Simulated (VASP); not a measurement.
# NaLiAlCl4 (F-43m) in VASP: notebook, part 2 of 2

VASP 6.6.1.

### 3 Relaxation of cell and atoms, PBE

This run uses another cell than the first one, of 23.88 Å³/atom, 0.571 times its volume.

INCAR reads:

```
ALGO     = Normal         # electronic algorithm
EDIFF    = 1E-7           # SCF threshold, eV
EDIFFG   = -0.04          # ionic threshold
ENCUT    = 600            # plane-wave cutoff, eV
GGA      = PE             # functional
IBRION   = 2              # ionic algorithm
ISIF     = 3              # what is computed and relaxed
ISMEAR   = 0              # smearing method
LASPH    = T              # aspherical terms in the spheres
LCHARG   = F              # write CHGCAR
LREAL    = F              # projectors in reciprocal space
LWAVE    = F              # write WAVECAR
NELM     = 60             # most SCF steps
NSW      = 90             # ionic steps
PREC     = Accurate       # precision mode
SIGMA    = 0.1            # smearing width, eV
```

KPOINTS reads:

```
k-points
0
Gamma
  4 4 4
```

POSCAR reads:

```
NaLiAlCl4
1.0
    0.0000000000      4.3723435000      4.3723435000
    4.3723435000      0.0000000000      4.3723435000
    4.3723435000      4.3723435000      0.0000000000
Na Li Al Cl
1 1 1 4
Direct
    0.0000000000      0.0000000000      0.0000000000
    0.2500000000      0.2500000000      0.2500000000
    0.5000000000      0.5000000000      0.5000000000
    0.3757583900      0.8727248200      0.3757583900
    0.3757583900      0.3757583900      0.3757583900
    0.8727248200      0.3757583900      0.3757583900
    0.3757583900      0.3757583900      0.8727248200
```

Potentials or basis: VASP PAW PBE potentials, release 64 (Na_pv, Li_sv, Al, Cl).

Run with:

```console
$ cat potpaw_PBE.64/Na_pv/POTCAR potpaw_PBE.64/Li_sv/POTCAR potpaw_PBE.64/Al/POTCAR potpaw_PBE.64/Cl/POTCAR > POTCAR
$ mpirun -np 1 vasp_std > vasp.out
```

OUTCAR:

```text
EDIFF = 1E-7
   EDIFFG = -0.04
   ENCUT = 600
   GGA = PE
   IBRION = 2
   ISIF = 3
   ISMEAR = 0
   LASPH = T
   LREAL = F
   NELM = 60
   NSW = 90
   PREC = Accurate

 ion  position               nearest neighbor table
   1  0.000  0.000  0.000-
   2  0.250  0.250  0.250-   5 1.90   4 1.90   6 1.90   7 1.90
   3  0.500  0.500  0.500-   4 1.88   6 1.88   7 1.88   5 1.88
   4  0.376  0.873  0.376-   3 1.88   2 1.90
   5  0.376  0.376  0.376-   3 1.88   2 1.90
   6  0.873  0.376  0.376-   3 1.88   2 1.90
   7  0.376  0.376  0.873-   3 1.88   2 1.90

  LATTYP: Found a face centered cubic cell.
 ALAT       =     8.7446870000

  Lattice vectors:

 A1 = (   0.0000000000,   4.3723435000,   4.3723435000)
 A2 = (   4.3723435000,   0.0000000000,   4.3723435000)
 A3 = (   4.3723435000,   4.3723435000,   0.0000000000)

Analysis of symmetry for initial positions (statically):
[... 289 lines left out ...]
[... ionic steps 4 to 7 ...]

--------------------------------------- Ionic step        8  -------------------------------------------

 number of electron      41.0000004 magnetization

------------------------ aborting loop because EDIFF is reached ----------------------------------------
[... 77 lines left out ...]
--------------------------------------- Ionic step       10  -------------------------------------------

 number of electron      41.0000004 magnetization

 Free energy of the ion-electron system (eV)
  ---------------------------------------------------
  ext. energy  EPLUGINS =         0.00000000
  ---------------------------------------------------
  free energy    TOTEN  =       -22.81671605 eV

  energy without entropy =      -22.79017226  energy(sigma->0) =      -22.80344415

 E-fermi :   1.4627     XC(G=0):  -5.6544

 val. band max:        1.3921157054   @ k =  -0.2500   0.2500   0.0000
 cond. band min:       1.4953958244   @ k =   0.5000   0.0000   0.0000
 fundamental gap:      0.1032801190
 Fermi energy:         1.4627406008

 k-point     1 :       0.0000    0.0000    0.0000
  band No.  band energies     occupation
      1     -47.8671      2.00000
      2     -24.8068      2.00000
      3     -24.8068      2.00000
      4     -24.8068      2.00000
      5     -17.1554      2.00000
      6     -16.6142      2.00000
[... 239 lines left out ...]
  FREE ENERGIE OF THE ION-ELECTRON SYSTEM (eV)
  ---------------------------------------------------
  free  energy   TOTEN  =       -22.8167160476 eV

  energy  without entropy=      -22.7901722601  energy(sigma->0) =      -22.80344415

 reached required accuracy - stopping structural energy minimisation
```

OSZICAR:

```text
N       E                     dE             d eps       ncg     rms          rms(c)
DAV:   1     0.415544923343E+03    0.41554E+03   -0.19791E+04   392   0.171E+03
DAV:   2     0.287739644069E+02   -0.38677E+03   -0.38177E+03   552   0.368E+02
DAV:   3    -0.137923695481E+02   -0.42566E+02   -0.42267E+02   416   0.125E+02
[... 144 lines left out ...]
DAV:   5    -0.228167117802E+02   -0.96160E-07   -0.18459E-05   504   0.329E-02    0.112E-02
DAV:   6    -0.228167136443E+02   -0.18641E-05   -0.44227E-06   488   0.111E-02    0.460E-03
DAV:   7    -0.228167154439E+02   -0.17996E-05   -0.10960E-06   408   0.542E-03    0.134E-03
DAV:   8    -0.228167160474E+02   -0.60349E-06   -0.71424E-07   360   0.258E-03    0.143E-03
DAV:   9    -0.228167160476E+02   -0.20327E-09   -0.17766E-07   328   0.167E-03
  10 F= -.22816716E+02 E0= -.22803444E+02  d E =-.273211E-02
```

CONTCAR:

```text
NaLiAlCl4
   1.00000000000000
     0.0000000000000000    5.3087477492407578    5.3087477492407578
     5.3087477492407578    0.0000000000000000    5.3087477492407578
     5.3087477492407578    5.3087477492407578    0.0000000000000000
  Na              Li              Al              Cl
     1     1     1     4
Direct
     0.0000000000000000    0.0000000000000000    0.0000000000000000
     0.2500000000000000    0.2500000000000000    0.2500000000000000
     0.5000000000000000    0.5000000000000000    0.5000000000000000
     0.3821373416539708    0.8535879650380939    0.3821373416539708
     0.3821373416539708    0.3821373416539708    0.3821373416539708
     0.8535879650380939    0.3821373416539708    0.3821373416539708
     0.3821373416539708    0.3821373416539708    0.8535879650380940

  0.00000000E+00  0.00000000E+00  0.00000000E+00
  0.00000000E+00  0.00000000E+00  0.00000000E+00
  0.00000000E+00  0.00000000E+00  0.00000000E+00
  0.00000000E+00  0.00000000E+00  0.00000000E+00
  0.00000000E+00  0.00000000E+00  0.00000000E+00
  0.00000000E+00  0.00000000E+00  0.00000000E+00
  0.00000000E+00  0.00000000E+00  0.00000000E+00
```

Run time: 6.5 min. Hardware: 1 thread of Intel Xeon Platinum 8488C (Sapphire Rapids), shared host; peak memory 0.38 GiB.

What came out:

```yaml
Free_energy: -22.8167 eV
Relaxed_volume: 42.75 Å³/atom
Relaxed_cell: a = 7.508 Å, b = 7.508 Å, c = 7.508 Å, α = 60.00°, β = 60.00°, γ = 60.00°
Space_group_after_relaxing_to_0.05_Å: F-43m (No. 216)
Energy_gained_by_relaxing: 834.3 meV/atom
Ionic_steps: 10
Pressure_after_relaxing: -0.1 GPa
Largest_force_after_relaxing: 0.024 eV/Å
```

Forces in eV/Å, atoms in the order of the input:
```
Na   0.000  0.000  0.000
Li   0.000  0.000  0.000
Al   0.000  0.000  0.000
Cl   0.014 -0.014  0.014
Cl  -0.014 -0.014 -0.014
Cl  -0.014  0.014  0.014
Cl   0.014  0.014 -0.014
```

Step by step:
| step | energy change (eV) | largest force (eV/Å) | pressure (GPa) | volume (Å³) |
| --- | --- | --- | --- | --- |
| 1 | 0.0000 | 3.7256 | 26.72 | 167.18 |
| 2 | -4.4138 | 2.1684 | 1.02 | 283.27 |
| 3 | -4.3844 | 2.6135 | 3.38 | 235.88 |
| 4 | -4.4385 | 2.2840 | 1.83 | 266.24 |
| 5 | -5.2171 | 1.2288 | -0.22 | 292.03 |
| 6 | -5.4786 | 0.7179 | -1.53 | 329.62 |
| 7 | -5.7896 | 0.3872 | -0.85 | 309.59 |
| 8 | -5.8366 | 0.1268 | -0.05 | 300.07 |
| 9 | -5.8372 | 0.0558 | -0.16 | 301.14 |
| 10 | -5.8399 | 0.0243 | -0.14 | 299.23 |

Final structure:
```
CELL_PARAMETERS angstrom
0.00000 5.30875 5.30875
5.30875 0.00000 5.30875
5.30875 5.30875 0.00000
ATOMIC_POSITIONS crystal
Na 0.00000 0.00000 0.00000
Li 0.25000 0.25000 0.25000
Al 0.50000 0.50000 0.50000
Cl 0.38214 0.85359 0.38214
Cl 0.38214 0.38214 0.38214
Cl 0.85359 0.38214 0.38214
Cl 0.38214 0.38214 0.85359
```

Caveat: the cutoff is under 1.25 times the usual one of these potentials, so pressure, stress and relaxed cells hold a basis-set (Pulay) error; the volume moved by over 15 % at a fixed basis, so the end points are rough; an odd number of electrons without spin polarisation forces a metal; a magnetic or distorted state may lie lower.
